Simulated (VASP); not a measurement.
# Ti3Si (P6_3/mmc) in VASP: notebook, part 2 of 2

VASP 6.6.1. Earlier steps stand in the parts before.

**3. Single point, PBEsol (strain -0.0250 x Voigt [0, 0, 1, 0, 0, 0])**

The input, INCAR:

```
SYSTEM = Ti3Si
ALGO     = Fast           ! electronic algorithm
EDIFF    = 1E-6           ! SCF threshold, eV
ENCUT    = 520            ! plane-wave cutoff, eV
GGA      = PS             ! functional
ISIF     = 2              ! what is computed and relaxed
ISMEAR   = 0              ! smearing method
LASPH    = .True.         ! aspherical terms in the spheres
LCHARG   = .False.        ! write CHGCAR
LREAL    = .False.        ! projectors in reciprocal space
LWAVE    = .False.        ! write WAVECAR
NBANDS   = 50             ! bands
NELM     = 100            ! most SCF steps
PREC     = Accurate       ! precision mode
SIGMA    = 0.15           ! smearing width, eV
```

The input, KPOINTS:

```
k-points
0
Gamma
  12 12 10
  0 0 0
```

The input, POSCAR:

```
Ti3Si
1.0
    5.5838061708      0.0000000000      0.0000000000
   -2.7919030854      4.8357179938      0.0000000000
    0.0000000000      0.0000000000      4.3613843448
Ti Si
6 2
Direct
    0.3431759318      0.1715879659      0.7500000000
    0.8284120341      0.1715879659      0.7500000000
    0.8284120341      0.6568240682      0.7500000000
    0.6568240682      0.8284120341      0.2500000000
    0.1715879659      0.8284120341      0.2500000000
    0.1715879659      0.3431759318      0.2500000000
    0.3333333333      0.6666666667      0.7500000000
    0.6666666667      0.3333333333      0.2500000000
```

Potentials or basis: VASP PAW PBE potentials, release 64 (Ti_sv, Si).

The run is started by

```sh
$ cat potpaw_PBE.64/Ti_sv/POTCAR potpaw_PBE.64/Si/POTCAR > POTCAR
$ mpirun -np 1 vasp_std > vasp.out
```

OUTCAR:

```text
SYSTEM = Ti3Si
   EDIFF = 1E-6
   ENCUT = 520
   GGA = PS
   ISIF = 2
   ISMEAR = 0
   LASPH = .True.
   LREAL = .False.
   NELM = 100
   PREC = Accurate

 ion  position               nearest neighbor table
   1  0.343  0.172  0.750-   8 2.68   8 2.68   2 2.71   3 2.71   6 2.74   6 2.74   5 2.74   5 2.74
                             7 2.79   7 2.79   2 2.87   3 2.87
   2  0.828  0.172  0.750-   8 2.68   8 2.68   1 2.71   3 2.71   6 2.74   6 2.74   4 2.74   4 2.74
                             7 2.79   7 2.79   1 2.87   3 2.87
   3  0.828  0.657  0.750-   8 2.68   8 2.68   1 2.71   2 2.71   4 2.74   4 2.74   5 2.74   5 2.74
                             7 2.79   7 2.79   2 2.87   1 2.87
   4  0.657  0.828  0.250-   7 2.68   7 2.68   5 2.71   6 2.71   3 2.74   3 2.74   2 2.74   2 2.74
                             8 2.79   8 2.79   5 2.87   6 2.87
   5  0.172  0.828  0.250-   7 2.68   7 2.68   4 2.71   6 2.71   3 2.74   3 2.74   1 2.74   1 2.74
                             8 2.79   8 2.79   4 2.87   6 2.87
   6  0.172  0.343  0.250-   7 2.68   7 2.68   4 2.71   5 2.71   1 2.74   1 2.74   2 2.74   2 2.74
                             8 2.79   8 2.79   5 2.87   4 2.87
   7  0.333  0.667  0.750-   5 2.68   5 2.68   4 2.68   4 2.68   6 2.68   6 2.68   3 2.79   1 2.79
                             2 2.79   2 2.79   3 2.79   1 2.79
   8  0.667  0.333  0.250-   2 2.68   2 2.68   1 2.68   1 2.68   3 2.68   3 2.68   6 2.79   4 2.79
                             5 2.79   5 2.79   6 2.79   4 2.79

  LATTYP: Found a hexagonal cell.
 ALAT       =     5.5838061708
 C/A-ratio  =     0.7810773174

  Lattice vectors:

 A1 = (   5.5838061708,   0.0000000000,   0.0000000000)
 A2 = (  -2.7919030854,   4.8357179938,   0.0000000000)
 A3 = (   0.0000000000,   0.0000000000,   4.3613843448)

Analysis of symmetry for initial positions (statically):
=====================================================================
 Subroutine PRICEL returns:
 Original cell was already a primitive cell.

 Routine SETGRP: Setting up the symmetry group for a
 hexagonal supercell.

 Subroutine GETGRP returns: Found 24 space group operations
 (whereof 12 operations were pure point group operations)
 out of a pool of 24 trial point group operations.

The static configuration has the point symmetry D_3d.
 The point group associated with its full space group is D_6h.

Analysis of symmetry for dynamics (positions and initial velocities):
=====================================================================
 Subroutine PRICEL returns:
 Original cell was already a primitive cell.

 Routine SETGRP: Setting up the symmetry group for a
 hexagonal supercell.

 Subroutine GETGRP returns: Found 24 space group operations
 (whereof 12 operations were pure point group operations)
 out of a pool of 24 trial point group operations.

The dynamic configuration has the point symmetry D_3d.
 The point group associated with its full space group is D_6h.

 Subroutine INISYM returns: Found 24 space group operations
 (whereof 12 operations are pure point group operations),
 and found     1 'primitive' translations

----------------------------------------------------------------------------------------

                                     Primitive cell

  volume of cell :     117.7648

  direct lattice vectors                    reciprocal lattice vectors
     5.583806171  0.000000000  0.000000000     0.179089311  0.103397262  0.000000000
    -2.791903085  4.835717994  0.000000000     0.000000000  0.206794524  0.000000000
[... 81 lines left out ...]
   total plane-waves  NPLWV =  56448
   dimension x,y,z NGX =    42 NGY =   42 NGZ =   32
   dimension x,y,z NGXF=    84 NGYF=   84 NGZF=   64
   ions per type =               6   2
   NGX,Y,Z   is equivalent  to a cutoff of  12.50, 12.50, 12.20 a.u.
   NGXF,Y,Z  is equivalent  to a cutoff of  25.01, 25.01, 24.40 a.u.
 SYSTEM =  Ti3Si
   PREC   = accura    normal or accurate (medium, high low for compatibility)
   ISTART =      0    job   : 0-new  1-cont  2-samecut
   ICHARG =      2    charge: 1-file 2-atom 10-const
   ISPIN  =      1    spin polarized calculation?
   LNONCOLLINEAR =      F non collinear calculations
   LSORBIT =      F    spin-orbit coupling
   LASPH  =      T    aspherical Exc in radial PAW
   ENCUT  =  520.0 eV  38.22 Ry    6.18 a.u.  10.38 10.38  8.11*2*pi/ulx,y,z
   NELM   =    100;   NELMIN=  2; NELMDL= -5     # of ELM steps
   EDIFF  = 0.1E-05   stopping-criterion for ELM
   LREAL  =      F    real-space projection
   EDIFFG = 0.1E-04   stopping-criterion for IOM
   NSW    =      0    number of steps for IOM
   IBRION =     -1    ionic relax: 0-MD 1-quasi-New 2-CG
   NFREE  =      0    steps in history (QN), initial steepest desc. (CG)
   ISIF   =      2    stress and relaxation
   ISYM   =      2    0-nonsym 1-usesym 2-fastsym
   POTIM  = 0.5000    time-step for ionic-motion
   TEBEG  =    0.0;   TEEND  =   0.0 temperature during run
   PSTRESS=    0.0 pullay stress
   NELECT =      80.0000    total number of electrons
   NUPDOWN=      -1.0000    fix difference up-down
   EMIN   =  10.00;   EMAX   =-10.00  energy-range for DOS
   EFERMI =   0.00;   METHOD = LEGACY
   ISMEAR =     0;   SIGMA  =   0.15  broadening in eV -4-tet -1-fermi 0-gaus
   EFERMI_NEDOS =   21; number of points for ismear=-14 and -15
   IALGO  =     68    algorithm
   IMIX   =      4    mixing-type and parameters
     AMIX     =   0.40;   BMIX     =  1.00
     AMIX_MAG =   1.60;   BMIX_MAG =  1.00
  volume/ion in A,a.u.               =      14.72        99.34
  Fermi-wavevector in a.u.,A,eV,Ry     =   1.439129  2.719559 28.178906  2.071091
  Thomas-Fermi vector in A             =   2.558019
   LORBIT       =      0    0 simple, 1 ext, 2 COOP (PROOUT), +10 PAW based schemes
   GGA     = PS    functional components
   LHFCALC =     F    Hartree Fock is set to
   AEXX    =    0.0000 exact exchange contribution
   IVDW    =     0    specifies the selected vdW correction
   LEPSILON=     F    determine dielectric tensor
   LRPA    =     F    only Hartree local field effects (RPA)
 non-spin polarized calculation
 RMM-DIIS sequential band-by-band and
 Gauss-broadening in eV      SIGMA  =   0.15
  energy-cutoff  :      520.00
  volume of cell :      117.76
 maximum number of plane-waves:      3195
 NGX is ok and might be reduce to    42
   NGX = 21   NGY = 21   NGZ = 17

 number of electron      80.0000024 magnetization

 Free energy of the ion-electron system (eV)
  ---------------------------------------------------
  ext. energy  EPLUGINS =         0.00000000
  ---------------------------------------------------
  free energy    TOTEN  =       -65.64192700 eV

  energy without entropy =      -65.57302774  energy(sigma->0) =      -65.60747737

 E-fermi :   9.9272     XC(G=0): -12.1272

 val. band max:        9.9260834683   @ k =   0.0833   0.0000   0.5000
 cond. band min:       9.9299476252   @ k =   0.4167   0.0833   0.2000
 fundamental gap:      0.0038641569
 Fermi energy:         9.9271777336

 k-point     1 :       0.0000    0.0000    0.0000
  band No.  band energies     occupation
      1     -46.4771      2.00000
      2     -46.3267      2.00000
      3     -46.3267      2.00000
      4     -46.3095      2.00000
      5     -46.2467      2.00000
      6     -46.2467      2.00000
[... 1261 lines left out ...]
     49      12.1001      0.00000
     50      12.1816      0.00000

 [... further k-points ...]

------------------------ aborting loop because EDIFF is reached ----------------------------------------

  FORCE on cell =-STRESS in cart. coord.  units (eV):
  Direction    XX          YY          ZZ          XY          YZ          ZX
  --------------------------------------------------------------------------------------
  -------------------------------------------------------------------------------------
  Total        1.6133618      1.6133618      5.1514150     -0.0000000     -0.0000000      0.0000000
  in kB       21.9496046     21.9496046     70.0844160     -0.0000000     -0.0000000      0.0000000
  external PRESSURE =      37.9945417 kB  Pullay stress =       0.0000000 kB

 VOLUME and BASIS-vectors are now :
 -----------------------------------------------------------------------------
  energy-cutoff  :      520.00
  volume of cell :      117.76
      direct lattice vectors                 reciprocal lattice vectors
     5.583806171  0.000000000  0.000000000     0.179089311  0.103397262  0.000000000
    -2.791903085  4.835717994  0.000000000     0.000000000  0.206794524  0.000000000
     0.000000000  0.000000000  4.361384345     0.000000000  0.000000000  0.229284998

 POSITION                                       TOTAL-FORCE (eV/Angst)
 -----------------------------------------------------------------------------------
      1.43717      0.82975      3.27104         0.012803      0.007392      0.000000
      4.14664      0.82975      3.27104        -0.012803      0.007392     -0.000000
      2.79190      3.17622      3.27104        -0.000000     -0.014784      0.000000
      1.35473      4.00597      1.09035        -0.012803     -0.007392     -0.000000
     -1.35473      4.00597      1.09035         0.012803     -0.007392      0.000000
      0.00000      1.65950      1.09035        -0.000000      0.014784     -0.000000
     -0.00000      3.22381      3.27104        -0.000000      0.000000      0.000000
      2.79190      1.61191      1.09035        -0.000000      0.000000      0.000000
 -----------------------------------------------------------------------------------
    total drift:                                0.000000     -0.000000      0.000000

  FREE ENERGIE OF THE ION-ELECTRON SYSTEM (eV)
  ---------------------------------------------------
  free  energy   TOTEN  =       -65.6419270011 eV

  energy  without entropy=      -65.5730277367  energy(sigma->0) =      -65.60747737
```

Run time: 18 min. Hardware: 1 thread of Intel Xeon 6975P-C (Granite Rapids), shared host; peak memory 0.57 GiB.

Results:

| Property | Result |
| --- | --- |
| Free energy | -65.6419 eV |
| Pressure | 3.8 GPa |
| Largest force | 0.015 eV/Å |
| Band gap on the k mesh | zero (bands 40 and 41 overlap by 0.38 eV) |

Forces on the atoms (eV/Å):
```
Ti   0.013  0.007  0.000
Ti  -0.013  0.007  0.000
Ti   0.000 -0.015  0.000
Ti  -0.013 -0.007  0.000
Ti   0.013 -0.007  0.000
Ti   0.000  0.015  0.000
Si   0.000  0.000  0.000
Si   0.000  0.000  0.000
```

Caveat: the cell differs from its parent crystal (strain -0.0250 x Voigt [0, 0, 1, 0, 0, 0]); the cell stands under pressure; the PAW data sets were made with another functional, which shifts forces and pressure a little.
